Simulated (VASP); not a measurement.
# I (Fmmm) in VASP: settings compared, part 2 of 2

VASP 6.6.1. The steps go on from the part before.

## Step 4: Relaxation of cell and atoms, LDA

INCAR reads:

```
SYSTEM = I
ALGO = Normal
EDIFF = 1E-6
EDIFFG = -0.01
ENCUT = 600
GGA = CA
IBRION = 2
ISIF = 3
ISMEAR = -1
LASPH = .TRUE.
LCHARG = .FALSE.
LREAL = .FALSE.
LWAVE = .FALSE.
NELM = 80
NSW = 60
PREC = Accurate
SIGMA = 0.05
```

KPOINTS reads:

```
k-points
0
G
  9 9 9
  0 0 0
```

POSCAR reads:

```
I
1.0
    0.0000000000      2.3656004428      3.9098401324
    2.1922454667      0.0000000000      3.9098401324
    2.1922454667      2.3656004428      0.0000000000
I
1
Direct
    0.0000000000      0.0000000000      0.0000000000
```

Potentials or basis: VASP PAW LDA potentials, release 64 (I).

On the command line:

```sh
> cat potpaw_LDA.64/I/POTCAR > POTCAR
> mpirun -np 1 vasp_std > vasp.out
```

Run time: 5.1 min. Hardware: 1 thread of Intel Xeon Platinum 8488C (Sapphire Rapids), shared host; peak memory 0.19 GiB.

It converged, with:

```
Free energy                           : -1.9527 eV
Relaxed volume                        : 35.13 Å³/atom
Relaxed cell                          : a = 4.197 Å, b = 4.170 Å, c = 3.150 Å, α = 68.33°, β = 67.44°, γ = 44.23°
Space group after relaxing (to 0.1 Å) : Fmmm (No. 69)
Energy gained by relaxing             : 35.2 meV/atom
Ionic steps                           : 20
Pressure after relaxing               : 0.0 GPa
Band gap on the k mesh                : zero (an odd number of electrons rules out a gap without spin polarisation)
```

The path:
```
step  energy change (eV)  largest force (eV/Å)  pressure (GPa)  volume (Å³)
   1              0.0000                0.0000           -2.31        40.55
   2             -0.0173                0.0000            0.86        37.21
   3             -0.0213                0.0000           -0.24        38.15
   4             -0.0248                0.0000           -0.22        37.64
   5             -0.0325                0.0000           -0.05        36.13
   6             -0.0237                0.0000            0.82        33.10
   7             -0.0341                0.0000            0.04        35.41
   8             -0.0342                0.0000            0.10        35.12
   9             -0.0342                0.0000            0.09        35.18
  10             -0.0344                0.0000           -0.15        35.35
  11             -0.0344                0.0000           -0.14        35.34
  12             -0.0346                0.0000           -0.12        35.33
  13             -0.0349                0.0000           -0.09        35.28
  14             -0.0352                0.0000           -0.03        35.19
  15             -0.0352                0.0000           -0.02        35.18
  16             -0.0352                0.0000           -0.02        35.17
  17             -0.0352                0.0000           -0.01        35.15
  18             -0.0352                0.0000           -0.01        35.16
  19             -0.0352                0.0000           -0.01        35.15
  20             -0.0352                0.0000           -0.02        35.13
```

Final structure:
```
CELL_PARAMETERS angstrom
0.00000 2.25190 3.54151
2.20242 0.00000 3.54151
2.20242 2.25190 0.00000
ATOMIC_POSITIONS crystal
I 0.00000 0.00000 0.00000
```

Levels at points of the mesh, in eV from the Fermi level:
| k point | band 1 | band 2 | band 3 | band 4 | band 5 | band 6 | band 7 |
| --- | --- | --- | --- | --- | --- | --- | --- |
| (0.00, 0.00, 0.00) | -14.48 | -1.56 | 1.05 | 1.13 | 4.73 | 7.54 | 8.57 |

Caveat: spin-orbit coupling is left out, which moves the levels of the heavy elements; an odd number of electrons without spin polarisation forces a metal; a magnetic or distorted state may lie lower.

## Step 5: Relaxation of cell and atoms, PBEsol

INCAR reads:

```
SYSTEM = I
PREC = Accurate
ENCUT = 600
EDIFF = 1E-7
ISMEAR = -1
SIGMA = 0.05
LREAL = .FALSE.
LASPH = .TRUE.
NELM = 100
ALGO = Normal
ISIF = 3
LWAVE = .FALSE.
LCHARG = .FALSE.
GGA = PS
IBRION = 2
NSW = 60
EDIFFG = -0.01
```

KPOINTS reads:

```
regular mesh
0
G
  9 9 9
  0 0 0
```

POSCAR is that of step 4.

Potentials or basis: VASP PAW PBE potentials, release 64 (I).

On the command line:

```sh
> cat potpaw_PBE.64/I/POTCAR > POTCAR
> mpirun -np 1 vasp_std > vasp.out
```

OUTCAR:

```text
SYSTEM = I
   PREC = Accurate
   ENCUT = 600
   EDIFF = 1E-7
   ISMEAR = -1
   LREAL = .FALSE.
   LASPH = .TRUE.
   NELM = 100
   ISIF = 3
   GGA = PS
   IBRION = 2
   NSW = 60
   EDIFFG = -0.01

 ion  position               nearest neighbor table
   1  0.000  0.000  0.000-

  LATTYP: Found a face centered orthorhombic cell.
 ALAT       =     4.3844909334
 B/A-ratio  =     1.0790764441
 C/A-ratio  =     1.7834864717

  Lattice vectors:

 A1 = (   0.0000000000,   2.3656004428,   3.9098401324)
 A2 = (   2.1922454667,   0.0000000000,   3.9098401324)
 A3 = (   2.1922454667,   2.3656004428,   0.0000000000)

Analysis of symmetry for initial positions (statically):
=====================================================================
 Subroutine PRICEL returns:
 Original cell was already a primitive cell.

 Routine SETGRP: Setting up the symmetry group for a
 face centered orthorhombic supercell.

 Subroutine GETGRP returns: Found  8 space group operations
 (whereof  8 operations were pure point group operations)
 out of a pool of  8 trial point group operations.

The static configuration has the point symmetry D_2h.

Analysis of symmetry for dynamics (positions and initial velocities):
=====================================================================
 Subroutine PRICEL returns:
 Original cell was already a primitive cell.

 Routine SETGRP: Setting up the symmetry group for a
 face centered orthorhombic supercell.

 Subroutine GETGRP returns: Found  8 space group operations
 (whereof  8 operations were pure point group operations)
 out of a pool of  8 trial point group operations.

The dynamic configuration has the point symmetry D_2h.

[... 133 lines left out ...]
   NGX = 19   NGY = 17   NGZ = 13

--------------------------------------- Ionic step        1  -------------------------------------------

 number of electron       6.9999999 magnetization

 Free energy of the ion-electron system (eV)
  ---------------------------------------------------
  ext. energy  EPLUGINS =         0.00000000
  ---------------------------------------------------
  free energy    TOTEN  =        -1.65694750 eV

  energy without entropy =       -1.65177051  energy(sigma->0) =       -1.65435901

------------------------ aborting loop because EDIFF is reached ----------------------------------------

  FORCE on cell =-STRESS in cart. coord.  units (eV):
  Direction    XX          YY          ZZ          XY          YZ          ZX
  --------------------------------------------------------------------------------------
  -------------------------------------------------------------------------------------
  Total       -0.4428221     -0.5290001     -0.0949649      0.0000000      0.0000000      0.0000000
  in kB      -17.4952542    -20.9000237     -3.7519238      0.0000000      0.0000000      0.0000000
  external PRESSURE =     -14.0490672 kB  Pullay stress =       0.0000000 kB
[... 86 lines left out ...]
  FREE ENERGIE OF THE ION-ELECTRON SYSTEM (eV)
  ---------------------------------------------------
  free  energy   TOTEN  =        -1.6655460411 eV

  energy  without entropy=       -1.6609790106  energy(sigma->0) =       -1.66326253

[... ionic steps 4 to 13 ...]

--------------------------------------- Ionic step       14  -------------------------------------------

 number of electron       7.0000000 magnetization

------------------------ aborting loop because EDIFF is reached ----------------------------------------
[... 65 lines left out ...]
--------------------------------------- Ionic step       16  -------------------------------------------

 number of electron       7.0000000 magnetization

 Free energy of the ion-electron system (eV)
  ---------------------------------------------------
  ext. energy  EPLUGINS =         0.00000000
  ---------------------------------------------------
  free energy    TOTEN  =        -1.66789095 eV

  energy without entropy =       -1.66325130  energy(sigma->0) =       -1.66557112

 E-fermi :   4.2716     XC(G=0):  -8.8257

 val. band max:        4.2713439011   @ k =   0.3333   0.2222   0.1111
 cond. band min:       4.3175858899   @ k =  -0.2222   0.0000   0.1111
 fundamental gap:      0.0462419888
 Fermi energy:         4.2716061138

 k-point     1 :       0.0000    0.0000    0.0000
  band No.  band energies     occupation
      1     -10.0090      2.00000
      2       2.3982      2.00000
      3       5.1823      0.00000
      4       5.3902      0.00000
      5       8.7284      0.00000
      6      11.6926      0.00000
      7      12.5842      0.00000
[... 221 lines left out ...]
 k-point    24 :       0.4444    0.4444    0.0000
  band No.  band energies     occupation
      1      -9.6533      2.00000
      2      -0.2656      2.00000
      3       4.8665      0.00001
      4       5.0948      0.00000
      5      11.0173      0.00000
      6      11.3986      0.00000
      7      15.3758      0.00000

 [... further k-points ...]
[... 5 lines left out ...]
  --------------------------------------------------------------------------------------
  -------------------------------------------------------------------------------------
  Total       -0.0005978     -0.0004794      0.0015517      0.0000000      0.0000000      0.0000000
  in kB       -0.0256083     -0.0205362      0.0664637      0.0000000      0.0000000      0.0000000
  external PRESSURE =       0.0067731 kB  Pullay stress =       0.0000000 kB
[... 16 lines left out ...]
  FREE ENERGIE OF THE ION-ELECTRON SYSTEM (eV)
  ---------------------------------------------------
  free  energy   TOTEN  =        -1.6678909458 eV

  energy  without entropy=       -1.6632512993  energy(sigma->0) =       -1.66557112

 reached required accuracy - stopping structural energy minimisation
```

OSZICAR:

```text
N       E                     dE             d eps       ncg     rms          rms(c)
DAV:   1     0.240692930399E+02    0.24069E+02   -0.26836E+03  1750   0.793E+02
DAV:   2    -0.824530626428E+00   -0.24894E+02   -0.23946E+02  2345   0.101E+02
DAV:   3    -0.168323767212E+01   -0.85871E+00   -0.84463E+00  2184   0.224E+01
DAV:   4    -0.168925680310E+01   -0.60191E-02   -0.60189E-02  2653   0.237E+00
[... 151 lines left out ...]
DAV:   1    -0.166791623167E+01   -0.33937E-04   -0.13946E-03  2072   0.222E-01    0.328E-02
DAV:   2    -0.166789896380E+01    0.17268E-04   -0.32219E-05  1939   0.466E-02    0.131E-02
DAV:   3    -0.166789124573E+01    0.77181E-05   -0.14749E-05  2261   0.236E-02    0.722E-03
DAV:   4    -0.166789096261E+01    0.28312E-06   -0.12852E-06  2296   0.765E-03    0.872E-03
DAV:   5    -0.166789094576E+01    0.16850E-07   -0.13726E-07  1743   0.259E-03
  16 F= -.16678909E+01 E0= -.16655711E+01  d E =-.862066E-05
```

Wall time 6.6 min (1 thread of Intel Xeon Platinum 8488C (Sapphire Rapids), shared host); peak memory 0.22 GiB.

What came out:

```
Free energy                           : -1.6679 eV
Relaxed volume                        : 37.40 Å³/atom
Relaxed cell                          : a = 4.379 Å, b = 4.314 Å, c = 3.172 Å, α = 69.69°, β = 67.51°, γ = 42.80°
Space group after relaxing (to 0.1 Å) : Fmmm (No. 69)
Energy gained by relaxing             : 10.9 meV/atom
Ionic steps                           : 16
Pressure after relaxing               : 0.0 GPa
Band gap on the k mesh                : zero (an odd number of electrons rules out a gap without spin polarisation)
```

The path:
| step | energy change (eV) | largest force (eV/Å) | pressure (GPa) | volume (Å³) |
| --- | --- | --- | --- | --- |
| 1 | 0.0000 | 0.0000 | -1.40 | 40.55 |
| 2 | -0.0070 | 0.0000 | 0.53 | 38.50 |
| 3 | -0.0086 | 0.0000 | -0.11 | 39.09 |
| 4 | -0.0090 | 0.0000 | -0.10 | 38.91 |
| 5 | -0.0100 | 0.0000 | -0.06 | 38.38 |
| 6 | -0.0107 | 0.0000 | 0.03 | 37.32 |
| 7 | -0.0108 | 0.0000 | 0.01 | 37.54 |
| 8 | -0.0108 | 0.0000 | 0.02 | 37.50 |
| 9 | -0.0108 | 0.0000 | -0.07 | 37.55 |
| 10 | -0.0108 | 0.0000 | -0.09 | 37.56 |
| 11 | -0.0108 | 0.0000 | -0.09 | 37.56 |
| 12 | -0.0109 | 0.0000 | -0.08 | 37.54 |
| 13 | -0.0109 | 0.0000 | -0.06 | 37.49 |
| 14 | -0.0109 | 0.0000 | -0.03 | 37.40 |
| 15 | -0.0109 | 0.0000 | -0.04 | 37.43 |
| 16 | -0.0109 | 0.0000 | 0.00 | 37.40 |

Final structure:
```
I
1.0
     0.00000    2.30499    3.72281
     2.17948    0.00000    3.72281
     2.17948    2.30499    0.00000
I
1
Direct
  0.00000 0.00000 0.00000
```

Caveat: the PAW data sets were made with another functional, which shifts forces and pressure a little; spin-orbit coupling is left out, which moves the levels of the heavy elements; an odd number of electrons without spin polarisation forces a metal; a magnetic or distorted state may lie lower.

## Step 6: Single point, LDA, non-collinear spin, zero start, spin-orbit coupling

INCAR reads:

```
PREC     = Accurate       # precision mode
ENCUT    = 520            # plane-wave cutoff, eV
EDIFF    = 1E-6           # SCF threshold, eV
ISMEAR   = -1             # smearing method
SIGMA    = 0.05           # smearing width, eV
LREAL    = False          # projectors in reciprocal space
LASPH    = True           # aspherical terms in the spheres
NELM     = 150            # most SCF steps
ALGO     = Normal         # electronic algorithm
ISIF     = 2              # what is computed and relaxed
LWAVE    = False          # write WAVECAR
LCHARG   = False          # write CHGCAR
MAGMOM   = 0 0 0          # initial moments
LORBIT   = 11             # projections on sites
LSORBIT  = True           # spin-orbit coupling
GGA_COMPAT= False        
LORBMOM  = True         
GGA      = CA             # functional
NBANDS   = 18             # bands
```

KPOINTS reads:

```
regular mesh
0
Gamma
  7 7 7
```

POSCAR is that of step 5.

Potentials or basis: VASP PAW LDA potentials, release 64 (I).

On the command line:

```sh
> cat potpaw_LDA.64/I/POTCAR > POTCAR
> mpirun -np 1 vasp_ncl > vasp.out
```

It took 60 s on 1 thread of Intel Xeon Platinum 8488C (Sapphire Rapids), shared host; peak memory 0.27 GiB.

It converged, with:

- Free energy: -2.0565 eV
- Pressure: -1.7 GPa
- Net moment: 0.00 μB per cell
- Valence electrons inside the program's atomic spheres: I 4.18

Stress tensor (GPa, compression positive):
```
-1.83  0.00  0.00
 0.00 -2.18  0.00
 0.00  0.00 -1.16
```

Moments on the atoms (μB; x, y, z):
```
I   0.00 0.00 0.00
```

## Step 7: Summary

| task | level | potentials or basis | spin | cell | k mesh | cutoff (eV) | gap on the mesh (eV) | pressure (GPa) | moment (μB) | relaxed volume (Å³/atom) |
| --- | --- | --- | --- | --- | --- | --- | --- | --- | --- | --- |
| single point | PBEsol | VASP PAW PBE potentials, release 64 (I) | non-collinear, zero start, SOC | a = 4.570, b = 4.482, c = 3.225 Å, angles 70.6, 67.7, 41.7°, 1 atom | 9 × 9 × 9 | 520 | - | -0.9 | 0.00 | - |
| single point | PBEsol | VASP PAW PBE potentials, release 64 (I) | off | a = 4.379, b = 4.314, c = 3.172 Å, angles 69.7, 67.5, 42.8°, 1 atom | 9 × 9 × 9 | 520 | none | 0.0 | - | - |
| relaxation of cell and atoms | LDA | VASP PAW LDA potentials, release 64 (I) | off | relaxed from a = 4.570, b = 4.482, c = 3.225 Å, angles 70.6, 67.7, 41.7°, 1 atom | 9 × 9 × 9 | 600 | none | 0.0 | - | 35.13 |
| relaxation of cell and atoms | PBEsol | VASP PAW PBE potentials, release 64 (I) | off | relaxed from a = 4.570, b = 4.482, c = 3.225 Å, angles 70.6, 67.7, 41.7°, 1 atom | 9 × 9 × 9 | 600 | none | 0.0 | - | 37.40 |
| single point | LDA | VASP PAW LDA potentials, release 64 (I) | non-collinear, zero start, SOC | a = 4.570, b = 4.482, c = 3.225 Å, angles 70.6, 67.7, 41.7°, 1 atom | 7 × 7 × 7 | 520 | - | -1.7 | 0.00 | - |

Alike in all rows: smearing fermi-dirac 0.05 eV.

Caveats: the PAW data sets were made with another functional, which shifts forces and pressure a little (at least some runs); spin-orbit coupling is left out, which moves the levels of the heavy elements (at least some runs); an odd number of electrons without spin polarisation forces a metal (at least some runs); a magnetic or distorted state may lie lower (at least some runs).

Total energies depend on the potentials used, so only differences within one code and one set of settings carry meaning.

The gap in the log of VASP goes by the Fermi energy; the results here count the filled bands.